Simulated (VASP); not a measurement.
# LiAu6 (F-43m) in VASP: single point with PBE

Aim: the single point of LiAu6 with PBE.

Everything below comes from runs of VASP 6.6.1. Logs are shortened: lines on timing, memory, paths and dates and some standing lists are left out, and cuts for length are marked.

## (1) The cell of the first run

It takes space group F-43m (No. 216, cubic). The conventional cell has a = 9.652 Å, b = 9.652 Å, c = 9.652 Å, α = 90.00°, β = 90.00°, γ = 90.00°. Within 5.4 Å of Li (site symmetry -43m) lie 20 Au at 4.10 to 4.18 Å. Within 3.3 Å of Au (site symmetry 3m) lie 4 Au at 2.53 to 2.69 Å. Within 5.2 Å of Au (site symmetry -43m) lie 18 Au at 3.95 to 4.83 Å and 4 Li at 4.18 Å. Au (site symmetry -43m) has 4 Au at 2.53 Å within 3.3 Å.

The cell was built from a structure type or drawn by symmetry, and may not be a known phase.

## (2) Single point, PBE

INCAR reads:

```
  PREC = Accurate
  ENCUT = 520
  EDIFF = 1E-6
  ISMEAR = 0
  SIGMA = 0.1
  LREAL = F
  LASPH = T
  NELM = 80
  ALGO = Normal
  ISIF = 2
  LWAVE = F
  LCHARG = F
  GGA = PE
  NBANDS = 44
```

KPOINTS reads:

```
Automatic mesh
0
Gamma
  4 4 4
```

POSCAR reads:

```
LiAu6
1.0
    0.0000000000      4.8261741957      4.8261741957
    4.8261741957      0.0000000000      4.8261741957
    4.8261741957      4.8261741957      0.0000000000
Li Au
1 6
Direct
    0.7500000000      0.7500000000      0.7500000000
    0.3484170847      0.3484170847      0.3484170847
    0.3484170847      0.3484170847      0.9547487458
    0.3484170847      0.9547487458      0.3484170847
    0.9547487458      0.3484170847      0.3484170847
    0.0000000000      0.0000000000      0.0000000000
    0.5000000000      0.5000000000      0.5000000000
```

Potentials or basis: VASP PAW PBE potentials, release 64 (Li_sv, Au).

Command:

```
> cat potpaw_PBE.64/Li_sv/POTCAR potpaw_PBE.64/Au/POTCAR > POTCAR
> mpirun -np 1 vasp_std > vasp.out
```

OUTCAR:

```text
PREC = Accurate
   ENCUT = 520
   EDIFF = 1E-6
   ISMEAR = 0
   LREAL = F
   LASPH = T
   NELM = 80
   ISIF = 2
   GGA = PE

 ion  position               nearest neighbor table
   1  0.750  0.750  0.750-
   2  0.348  0.348  0.348-   7 2.53   4 2.69   5 2.69   3 2.69
   3  0.348  0.348  0.955-   7 2.53   4 2.69   5 2.69   2 2.69
   4  0.348  0.955  0.348-   7 2.53   3 2.69   5 2.69   2 2.69
   5  0.955  0.348  0.348-   7 2.53   3 2.69   4 2.69   2 2.69
   6  0.000  0.000  0.000-
   7  0.500  0.500  0.500-   3 2.53   4 2.53   5 2.53   2 2.53

  LATTYP: Found a face centered cubic cell.
 ALAT       =     9.6523483914

  Lattice vectors:

 A1 = (   0.0000000000,   4.8261741957,   4.8261741957)
 A2 = (   4.8261741957,   0.0000000000,   4.8261741957)
 A3 = (   4.8261741957,   4.8261741957,   0.0000000000)

Analysis of symmetry for initial positions (statically):
=====================================================================
 Subroutine PRICEL returns:
 Original cell was already a primitive cell.

 Routine SETGRP: Setting up the symmetry group for a
 face centered cubic supercell.

 Subroutine GETGRP returns: Found 24 space group operations
 (whereof 24 operations were pure point group operations)
 out of a pool of 48 trial point group operations.

The static configuration has the point symmetry T_d .

Analysis of symmetry for dynamics (positions and initial velocities):
=====================================================================
 Subroutine PRICEL returns:
 Original cell was already a primitive cell.

 Routine SETGRP: Setting up the symmetry group for a
 face centered cubic supercell.

 Subroutine GETGRP returns: Found 24 space group operations
 (whereof 24 operations were pure point group operations)
 out of a pool of 48 trial point group operations.

The dynamic configuration has the point symmetry T_d .

 Subroutine INISYM returns: Found 24 space group operations
 (whereof 24 operations are pure point group operations),
 and found     1 'primitive' translations

----------------------------------------------------------------------------------------

                                     Primitive cell

  volume of cell :     224.8221

  direct lattice vectors                    reciprocal lattice vectors
     0.000000000  4.826174196  4.826174196    -0.103601731  0.103601731  0.103601731
     4.826174196  0.000000000  4.826174196     0.103601731 -0.103601731  0.103601731
     4.826174196  4.826174196  0.000000000     0.103601731  0.103601731 -0.103601731

  length of vectors
     6.825241002  6.825241002  6.825241002     0.179443462  0.179443462  0.179443462

  position of ions in fractional coordinates (direct lattice)
     0.750000000  0.750000000  0.750000000
     0.348417085  0.348417085  0.348417085
     0.348417085  0.348417085  0.954748746
     0.348417085  0.954748746  0.348417085
     0.954748746  0.348417085  0.348417085
     0.000000000  0.000000000  0.000000000
     0.500000000  0.500000000  0.500000000

  ion indices of the primitive-cell ions
   primitive index   ion index
                 1           1
                 2           2
                 3           3
                 4           4
                 5           5
                 6           6
                 7           7

----------------------------------------------------------------------------------------

 KPOINTS: Automatic mesh

Automatic generation of k-mesh.
 Grid dimensions read from file:
 generate k-points for:    4    4    4

 Generating k-lattice:

  Cartesian coordinates                     Fractional coordinates (reciprocal lattice)
    -0.025900433  0.025900433  0.025900433     0.250000000  0.000000000  0.000000000
     0.025900433 -0.025900433  0.025900433     0.000000000  0.250000000  0.000000000
     0.025900433  0.025900433 -0.025900433     0.000000000  0.000000000  0.250000000

  Length of vectors
     0.044860865  0.044860865  0.044860865

  Shift w.r.t. Gamma in fractional coordinates (k-lattice)
     0.000000000  0.000000000  0.000000000

 Subroutine IBZKPT returns following result:
 ===========================================

 Found      8 irreducible k-points:

 Following reciprocal coordinates:
            Coordinates               Weight
  0.000000  0.000000  0.000000      1.000000
  0.250000  0.000000  0.000000      8.000000
  0.500000  0.000000  0.000000      4.000000
  0.250000  0.250000  0.000000      6.000000
  0.500000  0.250000  0.000000     24.000000
 -0.250000  0.250000  0.000000     12.000000
  0.500000  0.500000  0.000000      3.000000
 -0.250000  0.500000  0.250000      6.000000
   k-points           NKPTS =      8   k-points in BZ     NKDIM =      8   number of bands    NBANDS=     44
   number of dos      NEDOS =    301   number of ions     NIONS =      7
   total plane-waves  NPLWV = 157464
   dimension x,y,z NGX =    54 NGY =   54 NGZ =   54
   dimension x,y,z NGXF=   108 NGYF=  108 NGZF=  108
   ions per type =               1   6
   NGX,Y,Z   is equivalent  to a cutoff of  13.15, 13.15, 13.15 a.u.
   NGXF,Y,Z  is equivalent  to a cutoff of  26.31, 26.31, 26.31 a.u.
 SYSTEM =  unknown system
   PREC   = accura    normal or accurate (medium, high low for compatibility)
   ISTART =      0    job   : 0-new  1-cont  2-samecut
   ICHARG =      2    charge: 1-file 2-atom 10-const
   ISPIN  =      1    spin polarized calculation?
   LNONCOLLINEAR =      F non collinear calculations
   LSORBIT =      F    spin-orbit coupling
   LASPH  =      T    aspherical Exc in radial PAW
   ENCUT  =  520.0 eV  38.22 Ry    6.18 a.u.  12.69 12.69 12.69*2*pi/ulx,y,z
   NELM   =     80;   NELMIN=  2; NELMDL= -5     # of ELM steps
   EDIFF  = 0.1E-05   stopping-criterion for ELM
   LREAL  =      F    real-space projection
   EDIFFG = 0.1E-04   stopping-criterion for IOM
   NSW    =      0    number of steps for IOM
   IBRION =     -1    ionic relax: 0-MD 1-quasi-New 2-CG
   NFREE  =      0    steps in history (QN), initial steepest desc. (CG)
   ISIF   =      2    stress and relaxation
   ISYM   =      2    0-nonsym 1-usesym 2-fastsym
   POTIM  = 0.5000    time-step for ionic-motion
   TEBEG  =    0.0;   TEEND  =   0.0 temperature during run
   PSTRESS=    0.0 pullay stress
   NELECT =      69.0000    total number of electrons
   NUPDOWN=      -1.0000    fix difference up-down
   EMIN   =  10.00;   EMAX   =-10.00  energy-range for DOS
   EFERMI =   0.00;   METHOD = LEGACY
   ISMEAR =     0;   SIGMA  =   0.10  broadening in eV -4-tet -1-fermi 0-gaus
   EFERMI_NEDOS =   21; number of points for ismear=-14 and -15
   IALGO  =     38    algorithm
   IMIX   =      4    mixing-type and parameters
     AMIX     =   0.40;   BMIX     =  1.00
     AMIX_MAG =   1.60;   BMIX_MAG =  1.00
  volume/ion in A,a.u.               =      32.12       216.74
  Fermi-wavevector in a.u.,A,eV,Ry     =   1.104277  2.086782 16.591334  1.219429
  Thomas-Fermi vector in A             =   2.240748
   LORBIT       =      0    0 simple, 1 ext, 2 COOP (PROOUT), +10 PAW based schemes
   GGA     = PE    functional components
   LHFCALC =     F    Hartree Fock is set to
   AEXX    =    0.0000 exact exchange contribution
   IVDW    =     0    specifies the selected vdW correction
   LEPSILON=     F    determine dielectric tensor
   LRPA    =     F    only Hartree local field effects (RPA)
 non-spin polarized calculation
 Gauss-broadening in eV      SIGMA  =   0.10
  energy-cutoff  :      520.00
  volume of cell :      224.82
 maximum number of plane-waves:      6074
 NGX is ok and might be reduce to    54
   NGX = 25   NGY = 25   NGZ = 25

 number of electron      68.9999995 magnetization

 Free energy of the ion-electron system (eV)
  ---------------------------------------------------
  ext. energy  EPLUGINS =         0.00000000
  ---------------------------------------------------
  free energy    TOTEN  =       -16.62945327 eV

  energy without entropy =      -16.59373606  energy(sigma->0) =      -16.61159467

 E-fermi :   2.1791     XC(G=0):  -8.3433

 val. band max:        2.1514858511   @ k =   0.5000   0.2500   0.0000
 cond. band min:       2.1814423232   @ k =   0.0000   0.0000   0.0000
 fundamental gap:      0.0299564721
 Fermi energy:         2.1790927744

 k-point     1 :       0.0000    0.0000    0.0000
  band No.  band energies     occupation
      1     -46.6761      2.00000
      2      -5.3734      2.00000
      3      -3.0446      2.00000
      4      -3.0446      2.00000
      5      -3.0446      2.00000
      6      -3.0026      2.00000
[... 36 lines left out ...]
     43       6.2930      0.00000
     44       6.2930      0.00000

 k-point     2 :       0.2500    0.0000    0.0000
  band No.  band energies     occupation
      1     -46.6762      2.00000
      2      -5.2443      2.00000
      3      -3.3908      2.00000
      4      -3.1987      2.00000
      5      -3.1987      2.00000
      6      -2.9821      2.00000
[... 36 lines left out ...]
     43       6.3023      0.00000
     44       7.4329      0.00000

 k-point     3 :       0.5000    0.0000    0.0000
  band No.  band energies     occupation
      1     -46.6762      2.00000
      2      -5.0919      2.00000
      3      -3.6127      2.00000
      4      -3.2693      2.00000
      5      -3.2693      2.00000
      6      -2.9635      2.00000
[... 36 lines left out ...]
     43       7.0762      0.00000
     44       7.8970      0.00000

 k-point     4 :       0.2500    0.2500    0.0000
  band No.  band energies     occupation
      1     -46.6761      2.00000
      2      -5.1983      2.00000
      3      -3.3906      2.00000
      4      -3.2882      2.00000
      5      -3.2882      2.00000
      6      -2.9656      2.00000
[... 36 lines left out ...]
     43       6.8929      0.00000
     44       7.1040      0.00000

 k-point     5 :       0.5000    0.2500    0.0000
  band No.  band energies     occupation
      1     -46.6762      2.00000
      2      -5.0391      2.00000
      3      -3.5664      2.00000
      4      -3.4240      2.00000
      5      -3.3476      2.00000
      6      -2.8739      2.00000
[... 36 lines left out ...]
     43       7.5071      0.00000
     44       7.7161      0.00000

 k-point     6 :      -0.2500    0.2500    0.0000
  band No.  band energies     occupation
      1     -46.6762      2.00000
      2      -5.0949      2.00000
      3      -3.4900      2.00000
      4      -3.4321      2.00000
      5      -3.2989      2.00000
      6      -2.8969      2.00000
[... 36 lines left out ...]
     43       6.7313      0.00000
     44       8.1512      0.00000

 k-point     7 :       0.5000    0.5000    0.0000
  band No.  band energies     occupation
      1     -46.6762      2.00000
      2      -4.9802      2.00000
      3      -3.6477      2.00000
      4      -3.3965      2.00000
      5      -3.3965      2.00000
      6      -2.8189      2.00000
[... 36 lines left out ...]
     43       7.7676      0.00000
     44       7.7676      0.00000

 k-point     8 :      -0.2500    0.5000    0.2500
  band No.  band energies     occupation
      1     -46.6761      2.00000
      2      -4.9799      2.00000
      3      -3.5412      2.00000
      4      -3.5151      2.00000
      5      -3.4161      2.00000
      6      -2.7964      2.00000
[... 36 lines left out ...]
     43       7.5585      0.00000
     44       7.8202      0.00000

------------------------ aborting loop because EDIFF is reached ----------------------------------------

  FORCE on cell =-STRESS in cart. coord.  units (eV):
  Direction    XX          YY          ZZ          XY          YZ          ZX
  --------------------------------------------------------------------------------------
  -------------------------------------------------------------------------------------
  Total       -0.1668876     -0.1668876     -0.1668876      0.0000000     -0.0000000      0.0000000
  in kB       -1.1893115     -1.1893115     -1.1893115      0.0000000     -0.0000000      0.0000000
  external PRESSURE =      -1.1893115 kB  Pullay stress =       0.0000000 kB

 VOLUME and BASIS-vectors are now :
 -----------------------------------------------------------------------------
  energy-cutoff  :      520.00
  volume of cell :      224.82
      direct lattice vectors                 reciprocal lattice vectors
     0.000000000  4.826174196  4.826174196    -0.103601731  0.103601731  0.103601731
     4.826174196  0.000000000  4.826174196     0.103601731 -0.103601731  0.103601731
     4.826174196  4.826174196  0.000000000     0.103601731  0.103601731 -0.103601731

 POSITION                                       TOTAL-FORCE (eV/Angst)
 -----------------------------------------------------------------------------------
      7.23926      7.23926      7.23926         0.000000     -0.000000     -0.000000
      3.36304      3.36304      3.36304         0.001177      0.001177      0.001177
      6.28931      6.28931      3.36304        -0.001177     -0.001177      0.001177
      6.28931      3.36304      6.28931        -0.001177      0.001177     -0.001177
      3.36304      6.28931      6.28931         0.001177     -0.001177     -0.001177
      0.00000      0.00000      0.00000         0.000000     -0.000000     -0.000000
      4.82617      4.82617      4.82617         0.000000     -0.000000     -0.000000
 -----------------------------------------------------------------------------------
    total drift:                                0.000000      0.000000      0.000000

  FREE ENERGIE OF THE ION-ELECTRON SYSTEM (eV)
  ---------------------------------------------------
  free  energy   TOTEN  =       -16.6294532687 eV

  energy  without entropy=      -16.5937360621  energy(sigma->0) =      -16.61159467
```

Wall time 2.9 min (1 thread of Intel Xeon 8259CL, shared host); peak memory 0.4 GiB.

Results:

```
Free energy            : -16.6295 eV
Band gap on the k mesh : zero (an odd number of electrons rules out a gap without spin polarisation)
```

Forces in eV/Å, atoms in the order of the input:
```
Li   0.000  0.000  0.000
Au   0.001  0.001  0.001
Au  -0.001 -0.001  0.001
Au  -0.001  0.001 -0.001
Au   0.001 -0.001 -0.001
Au   0.000  0.000  0.000
Au   0.000  0.000  0.000
```

Caveat: the cutoff is under 1.25 times the usual one of these potentials, so pressure, stress and relaxed cells hold a basis-set (Pulay) error; spin-orbit coupling is left out, which moves the levels of the heavy elements.
